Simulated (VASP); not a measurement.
# Sr4Ti4O11 (a cell with a defect) in VASP: a series of runs

The runs below take Sr4Ti4O11 (a cell with a defect) through single point, with PBEsol.

All numbers are computed with VASP 6.6.1; they aren't measurements. Logs are shortened: lines on timing, memory, paths and dates and some standing lists are left out, and cuts for length are marked.

### 1 The cell of the first run

The cell holds a defect, 19 atoms: a = 6.740 Å, b = 6.740 Å, c = 6.740 Å, α = 109.47°, β = 109.47°, γ = 109.47°.

### 2 Single point, PBEsol

Contents of INCAR:

```
ALGO     = Normal         # electronic algorithm
EDIFF    = 1E-6           # SCF threshold, eV
ENCUT    = 520            # plane-wave cutoff, eV
GGA      = PS             # functional
ISIF     = 2              # what is computed and relaxed
ISMEAR   = 0              # smearing method
LASPH    = True           # aspherical terms in the spheres
LCHARG   = False          # write CHGCAR
LREAL    = Auto         
LWAVE    = False          # write WAVECAR
NBANDS   = 92             # bands
NELECT   = 152.0        
NELM     = 80             # most SCF steps
PREC     = Accurate       # precision mode
SIGMA    = 0.02           # smearing width, eV
```

Contents of KPOINTS:

```
k-points
0
Gamma
  3 3 3
```

Contents of POSCAR:

```
Sr4Ti4O11
1.0
   -3.8911252269      3.8911252269      3.8911252269
    3.8911252269     -3.8911252269      3.8911252269
    3.8911252269      3.8911252269     -3.8911252269
Sr Ti O
4 4 11
Direct
   -0.0013538500     -0.0013538500     -0.0027077001
    0.5013538209      0.5013538209      0.0027077001
    0.5013538209     -0.0013538500      0.4999999708
   -0.0013538500      0.5013538209      0.4999999708
    0.5154212170      0.5154212170      0.5000000993
   -0.0154211177     -0.0154211177      0.5000000993
    0.0000000000      0.5000000993      0.0000000000
    0.5000000993      0.0000000000      0.0000000000
    0.7249029100      0.4809374900      0.7439655193
    0.2630280293      0.0190626093      0.7439655193
    0.2369720701      0.4809374900      0.2560346794
    0.7750971311      0.0190624808      0.2560345509
    0.7500000205      0.7500000205      0.5000000993
    0.7500000205      0.2499999212      0.0000000000
    0.2499999212      0.7500000205      0.0000000000
    0.4809374900      0.2369720701      0.2560346794
    0.0190624808      0.7750971311      0.2560345509
    0.0190626093      0.2630280293      0.7439655193
    0.4809374900      0.7249029100      0.7439655193
```

Potentials or basis: VASP PAW PBE potentials, release 64 (Sr_sv, Ti_sv, O).

The run is started by

```console
cat potpaw_PBE.64/Sr_sv/POTCAR potpaw_PBE.64/Ti_sv/POTCAR potpaw_PBE.64/O/POTCAR > POTCAR
mpirun -np 1 vasp_std > vasp.out
```

OUTCAR:

```text
EDIFF = 1E-6
   ENCUT = 520
   GGA = PS
   ISIF = 2
   ISMEAR = 0
   LASPH = True
   LREAL = Auto
   NELECT = 152.0
   NELM = 80
   PREC = Accurate

 ion  position               nearest neighbor table
   1  0.999  0.999  0.997-  12 2.66  17 2.66  16 2.66  11 2.66  13 2.74  14 2.75  15 2.75  10 2.85
                            18 2.85   9 2.85  19 2.85   6 3.29   5 3.29   8 3.37   7 3.37   7 3.37
   2  0.501  0.501  0.003-  10 2.66  18 2.66   9 2.66  19 2.66  13 2.74  14 2.75  15 2.75  12 2.85
                            17 2.85  11 2.85  16 2.85   5 3.29   6 3.29   8 3.37   7 3.37   8 3.37
   3  0.501  0.999  0.500-  16 2.66   9 2.66  10 2.66  17 2.66  13 2.74  15 2.75  14 2.75  11 2.85
                            12 2.85  18 2.85  19 2.85   6 3.29   5 3.29   7 3.37   8 3.37   8 3.37
   4  0.999  0.501  0.500-  11 2.66  19 2.66  18 2.66  12 2.66  13 2.74  14 2.75  15 2.75  16 2.85
                            17 2.85  10 2.85   9 2.85   6 3.29   5 3.29   8 3.37   7 3.37   7 3.37
   5  0.515  0.515  0.500-  13 1.83  11 1.92  16 1.92   9 1.92  19 1.92   1 3.29   4 3.29   3 3.29
                             2 3.29   2 3.45   3 3.45   4 3.45   1 3.45
   6  0.985  0.985  0.500-  13 1.83  10 1.92  18 1.92  17 1.92  12 1.92   1 3.29   4 3.29   3 3.29
                             2 3.29   2 3.45   4 3.45   3 3.45   1 3.45
   7  0.000  0.500  0.000-  15 1.95  14 1.95   9 2.00  17 2.00  18 2.00  11 2.00   1 3.37   3 3.37
                             4 3.37   2 3.37   4 3.37   2 3.37   3 3.37   1 3.37
   8  0.500  0.000  0.000-  14 1.95  15 1.95  19 2.00  12 2.00  10 2.00  16 2.00   1 3.37   4 3.37
                             3 3.37   2 3.37   3 3.37   2 3.37   4 3.37   1 3.37
   9  0.725  0.481  0.744-   5 1.92   7 2.00   2 2.66   3 2.66   1 2.85   4 2.85
  10  0.263  0.019  0.744-   6 1.92   8 2.00   2 2.66   3 2.66   1 2.85   4 2.85
  11  0.237  0.481  0.256-   5 1.92   7 2.00   4 2.66   1 2.66   3 2.85   2 2.85
  12  0.775  0.019  0.256-   6 1.92   8 2.00   1 2.66   4 2.66   2 2.85   3 2.85
  13  0.750  0.750  0.500-   5 1.83   6 1.83   1 2.74   3 2.74   4 2.74   2 2.74
  14  0.750  0.250  0.000-   8 1.95   7 1.95   1 2.75   4 2.75   3 2.75   2 2.75
  15  0.250  0.750  0.000-   7 1.95   8 1.95   1 2.75   3 2.75   4 2.75   2 2.75
  16  0.481  0.237  0.256-   5 1.92   8 2.00   3 2.66   1 2.66   4 2.85   2 2.85
  17  0.019  0.775  0.256-   6 1.92   7 2.00   1 2.66   3 2.66   2 2.85   4 2.85
  18  0.019  0.263  0.744-   6 1.92   7 2.00   2 2.66   4 2.66   1 2.85   3 2.85
  19  0.481  0.725  0.744-   5 1.92   8 2.00   2 2.66   4 2.66   1 2.85   3 2.85

  LATTYP: Found a body centered cubic cell.
 ALAT       =     7.7822504538

  Lattice vectors:

 A1 = (  -3.8911252269,   3.8911252269,   3.8911252269)
 A2 = (   3.8911252269,  -3.8911252269,   3.8911252269)
 A3 = (   3.8911252269,   3.8911252269,  -3.8911252269)

Analysis of symmetry for initial positions (statically):
=====================================================================
 Subroutine PRICEL returns:
 Original cell was already a primitive cell.

 Routine SETGRP: Setting up the symmetry group for a
 body centered cubic supercell.

 Subroutine GETGRP returns: Found 16 space group operations
 (whereof  4 operations were pure point group operations)
 out of a pool of 48 trial point group operations.

The static configuration has the point symmetry C_2v.
 The point group associated with its full space group is D_4h.

Analysis of symmetry for dynamics (positions and initial velocities):
=====================================================================
 Subroutine PRICEL returns:
 Original cell was already a primitive cell.

 Routine SETGRP: Setting up the symmetry group for a
 body centered cubic supercell.

 Subroutine GETGRP returns: Found 16 space group operations
 (whereof  4 operations were pure point group operations)
 out of a pool of 48 trial point group operations.

The dynamic configuration has the point symmetry C_2v.
 The point group associated with its full space group is D_4h.

 Subroutine INISYM returns: Found 16 space group operations
 (whereof  4 operations are pure point group operations),
 and found     1 'primitive' translations

----------------------------------------------------------------------------------------

                                     Primitive cell

  volume of cell :     235.6599

  direct lattice vectors                    reciprocal lattice vectors
    -3.891125227  3.891125227  3.891125227     0.000000000  0.128497535  0.128497535
     3.891125227 -3.891125227  3.891125227     0.128497535  0.000000000  0.128497535
     3.891125227  3.891125227 -3.891125227     0.128497535  0.128497535  0.000000000

  length of vectors
     6.739626592  6.739626592  6.739626592     0.181722957  0.181722957  0.181722957

  position of ions in fractional coordinates (direct lattice)
     0.998646150  0.998646150  0.997292300
     0.501353821  0.501353821  0.002707700
     0.501353821  0.998646150  0.499999971
     0.998646150  0.501353821  0.499999971
     0.515421217  0.515421217  0.500000099
     0.984578882  0.984578882  0.500000099
[... 11 lines left out ...]
     0.019062609  0.263028029  0.743965519
     0.480937490  0.724902910  0.743965519

  ion indices of the primitive-cell ions
   primitive index   ion index
                 1           1
                 2           2
                 3           3
                 4           4
                 5           5
                 6           6
[... 11 lines left out ...]
                18          18
                19          19

----------------------------------------------------------------------------------------

 KPOINTS: k-points

Automatic generation of k-mesh.
 Grid dimensions read from file:
 generate k-points for:    3    3    3

 Generating k-lattice:

  Cartesian coordinates                     Fractional coordinates (reciprocal lattice)
     0.000000000  0.042832512  0.042832512     0.333333333  0.000000000  0.000000000
     0.042832512  0.000000000  0.042832512     0.000000000  0.333333333  0.000000000
     0.042832512  0.042832512  0.000000000     0.000000000  0.000000000  0.333333333

  Length of vectors
     0.060574319  0.060574319  0.060574319

  Shift w.r.t. Gamma in fractional coordinates (k-lattice)
     0.000000000  0.000000000  0.000000000

 Subroutine IBZKPT returns following result:
 ===========================================

 Found      6 irreducible k-points:

 Following reciprocal coordinates:
            Coordinates               Weight
  0.000000  0.000000  0.000000      1.000000
  0.333333  0.000000  0.000000      8.000000
  0.000000  0.000000  0.333333      4.000000
  0.333333  0.333333  0.000000      8.000000
 -0.333333  0.333333  0.333333      4.000000
  0.333333  0.333333 -0.333333      2.000000
   k-points           NKPTS =      6   k-points in BZ     NKDIM =      6   number of bands    NBANDS=     92
   number of dos      NEDOS =    301   number of ions     NIONS =     19
   total plane-waves  NPLWV = 125000
   dimension x,y,z NGX =    50 NGY =   50 NGZ =   50
   dimension x,y,z NGXF=   100 NGYF=  100 NGZF=  100
   ions per type =               4   4  11
   NGX,Y,Z   is equivalent  to a cutoff of  12.33, 12.33, 12.33 a.u.
   NGXF,Y,Z  is equivalent  to a cutoff of  24.67, 24.67, 24.67 a.u.
 SYSTEM =  unknown system
   PREC   = accura    normal or accurate (medium, high low for compatibility)
   ISTART =      0    job   : 0-new  1-cont  2-samecut
   ICHARG =      2    charge: 1-file 2-atom 10-const
   ISPIN  =      1    spin polarized calculation?
   LNONCOLLINEAR =      F non collinear calculations
   LSORBIT =      F    spin-orbit coupling
   LASPH  =      T    aspherical Exc in radial PAW
   ENCUT  =  520.0 eV  38.22 Ry    6.18 a.u.  12.53 12.53 12.53*2*pi/ulx,y,z
   NELM   =     80;   NELMIN=  2; NELMDL= -5     # of ELM steps
   EDIFF  = 0.1E-05   stopping-criterion for ELM
   LREAL  =      T    real-space projection
   EDIFFG = 0.1E-04   stopping-criterion for IOM
   NSW    =      0    number of steps for IOM
   IBRION =     -1    ionic relax: 0-MD 1-quasi-New 2-CG
   NFREE  =      0    steps in history (QN), initial steepest desc. (CG)
   ISIF   =      2    stress and relaxation
   ISYM   =      2    0-nonsym 1-usesym 2-fastsym
   POTIM  = 0.5000    time-step for ionic-motion
   TEBEG  =    0.0;   TEEND  =   0.0 temperature during run
   PSTRESS=    0.0 pullay stress
   NELECT =     152.0000    total number of electrons
   NUPDOWN=      -1.0000    fix difference up-down
   EMIN   =  10.00;   EMAX   =-10.00  energy-range for DOS
   EFERMI =   0.00;   METHOD = LEGACY
   ISMEAR =     0;   SIGMA  =   0.02  broadening in eV -4-tet -1-fermi 0-gaus
   EFERMI_NEDOS =   21; number of points for ismear=-14 and -15
   IALGO  =     38    algorithm
   IMIX   =      4    mixing-type and parameters
     AMIX     =   0.40;   BMIX     =  1.00
     AMIX_MAG =   1.60;   BMIX_MAG =  1.00
  volume/ion in A,a.u.               =      12.40        83.70
  Fermi-wavevector in a.u.,A,eV,Ry     =   1.414471  2.672963 27.221573  2.000729
  Thomas-Fermi vector in A             =   2.536010
   LORBIT       =      0    0 simple, 1 ext, 2 COOP (PROOUT), +10 PAW based schemes
   GGA     = PS    functional components
   LHFCALC =     F    Hartree Fock is set to
   AEXX    =    0.0000 exact exchange contribution
   IVDW    =     0    specifies the selected vdW correction
   LEPSILON=     F    determine dielectric tensor
   LRPA    =     F    only Hartree local field effects (RPA)
 non-spin polarized calculation
 Gauss-broadening in eV      SIGMA  =   0.02
  energy-cutoff  :      520.00
  volume of cell :      235.66
 maximum number of plane-waves:      6363
 NGX is ok and might be reduce to    50
   NGX = 25   NGY = 25   NGZ = 25

 number of electron     151.9999997 magnetization

 Free energy of the ion-electron system (eV)
  ---------------------------------------------------
  ext. energy  EPLUGINS =         0.00000000
  ---------------------------------------------------
  free energy    TOTEN  =      -169.59115642 eV

  energy without entropy =     -169.59115642  energy(sigma->0) =     -169.59115642

 E-fermi :   4.0329     XC(G=0): -11.2448

 val. band max:        3.9311852452   @ k =   0.3333   0.3333  -0.3333
 cond. band min:       5.7322975687   @ k =   0.0000   0.0000   0.0000
 fundamental gap:      1.8011123236
 Fermi energy:         4.0328645693

 k-point     1 :       0.0000    0.0000    0.0000
  band No.  band energies     occupation
      1     -52.4271      2.00000
      2     -52.4254      2.00000
      3     -52.3826      2.00000
      4     -52.3802      2.00000
      5     -29.0565      2.00000
      6     -28.9598      2.00000
[... 80 lines left out ...]
     87       8.0218      0.00000
     88       8.0218      0.00000

 k-point     2 :       0.3333    0.0000    0.0000
  band No.  band energies     occupation
      1     -52.4267      2.00000
      2     -52.4259      2.00000
      3     -52.3826      2.00000
      4     -52.3803      2.00000
      5     -29.0563      2.00000
      6     -28.9636      2.00000
[... 353 lines left out ...]
     87       7.9866      0.00000
     88       8.0648      0.00000

 k-point     6 :       0.3333    0.3333   -0.3333
  band No.  band energies     occupation
      1     -52.4267      2.00000
      2     -52.4259      2.00000
      3     -52.3826      2.00000
      4     -52.3803      2.00000
      5     -29.0600      2.00000
      6     -28.9633      2.00000
[... 80 lines left out ...]
     87       8.0813      0.00000
     88       8.0813      0.00000
 [bands above 88 left out]

------------------------ aborting loop because EDIFF is reached ----------------------------------------

  FORCE on cell =-STRESS in cart. coord.  units (eV):
  Direction    XX          YY          ZZ          XY          YZ          ZX
  --------------------------------------------------------------------------------------
  -------------------------------------------------------------------------------------
  Total      -17.9742335    -17.9742335    -17.3371244      0.0000000     -0.0000000      0.0000000
  in kB     -122.2011649   -122.2011649   -117.8696605      0.0000000     -0.0000000      0.0000000
  external PRESSURE =    -120.7573301 kB  Pullay stress =       0.0000000 kB

 VOLUME and BASIS-vectors are now :
 -----------------------------------------------------------------------------
  energy-cutoff  :      520.00
  volume of cell :      235.66
      direct lattice vectors                 reciprocal lattice vectors
    -3.891125227  3.891125227  3.891125227     0.000000000  0.128497535  0.128497535
     3.891125227 -3.891125227  3.891125227     0.128497535  0.000000000  0.128497535
     3.891125227  3.891125227 -3.891125227     0.128497535  0.128497535  0.000000000

 POSITION                                       TOTAL-FORCE (eV/Angst)
 -----------------------------------------------------------------------------------
      3.88059      3.88059      3.89113         0.001110      0.001110      0.000000
      0.01054      0.01054      3.89113        -0.001110     -0.001110      0.000000
      3.88059      0.01054      3.89113         0.001110     -0.001110      0.000000
      0.01054      3.88059      3.89113        -0.001110      0.001110      0.000000
      1.94556      1.94556      2.06557         0.000000      0.000000     -0.069113
      1.94556      1.94556      5.71668        -0.000000      0.000000      0.069113
[... 11 lines left out ...]
      3.84416      1.94556     -1.79721         0.009495      0.000000      0.000931
      3.84416      1.94556      1.79721         0.009495     -0.000000     -0.000931
 -----------------------------------------------------------------------------------
    total drift:                               -0.005840     -0.005840     -0.000240

  FREE ENERGIE OF THE ION-ELECTRON SYSTEM (eV)
  ---------------------------------------------------
  free  energy   TOTEN  =      -169.5911564204 eV

  energy  without entropy=     -169.5911564204  energy(sigma->0) =     -169.59115642
```

Run time: 7.7 min. Hardware: 1 thread of Intel Xeon Platinum 8259CL at 2.50GHz (Skylake/Cascade Lake), shared host; peak memory 0.4 GiB.

Results:

```yaml
Free_energy: -169.5912 eV
Largest_force: 0.069 eV/Å
```

Forces in eV/Å, atoms in the order of the input:
```
Sr   0.001  0.001  0.000
Sr  -0.001 -0.001  0.000
Sr   0.001 -0.001  0.000
Sr  -0.001  0.001  0.000
Ti   0.000  0.000 -0.069
Ti   0.000  0.000  0.069
Ti   0.000  0.000  0.000
Ti   0.000  0.000  0.000
O    0.000  0.009 -0.001
O    0.000  0.009  0.001
O    0.000 -0.009 -0.001
O    0.000 -0.009  0.001
O    0.000  0.000  0.000
O    0.000  0.000  0.000
O    0.000  0.000  0.000
O   -0.009  0.000 -0.001
O   -0.009  0.000  0.001
O    0.009  0.000  0.001
O    0.009  0.000 -0.001
```

Caveat: the cell carries a net charge on a neutralising background, which shifts energy and pressure; the cell is charged against a uniform background, so pressure and absolute levels hang on convention; the PAW data sets were made with another functional, which shifts forces and pressure a little.

(Continued in part 2 of 2.)
